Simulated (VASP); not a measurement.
A run of VASP 6.6.1 is set up as follows.

INCAR

```
SYSTEM = Ti
ALGO = Normal ; EDIFF = 1E-6
EDIFFG = -0.005 ; ENCUT = 600
IBRION = 2 ; ISIF = 3
ISMEAR = 0 ; LASPH = .TRUE.
LCHARG = .FALSE. ; LREAL = .FALSE.
LWAVE = .FALSE. ; NELM = 80
NSW = 100 ; PREC = Accurate
SIGMA = 0.1
```

File KPOINTS:

```
k-points
0
G
  18 18 18
  0 0 0
```

Contents of POSCAR:

```
Ti
1.0
   -1.5838788424      1.5838788424      1.5838788424
    1.5838788424     -1.5838788424      1.5838788424
    1.5838788424      1.5838788424     -1.5838788424
Ti
1
Direct
    0.0000000000      0.0000000000      0.0000000000
```

Potentials or basis: VASP PAW LDA potentials, release 64 (Ti_sv).

The run is started by

```bash
$ cat potpaw_LDA.64/Ti_sv/POTCAR > POTCAR
$ mpirun -np 1 vasp_std > vasp.out
```

Question: Predict the space group after relaxing (to 0.05 Å).

Answer: Im-3m (No. 229).

Question: Estimate the relaxed cell.

Answer: a = 2.740 Å, b = 2.740 Å, c = 2.740 Å, α = 109.47°, β = 109.47°, γ = 109.47°.

Question: Predict the band gap on the k mesh.

Answer: Zero (band 6 reaches 9.86 eV, above the bottom of band 7 at 8.23 eV).

Final structure:
```
Ti
1.0
    -1.58205    1.58205    1.58205
     1.58205   -1.58205    1.58205
     1.58205    1.58205   -1.58205
Ti
1
Direct
  0.00000 0.00000 0.00000
```

LDA usually gives volumes a few per cent too small. Zero-point motion and thermal expansion aren't in these numbers.
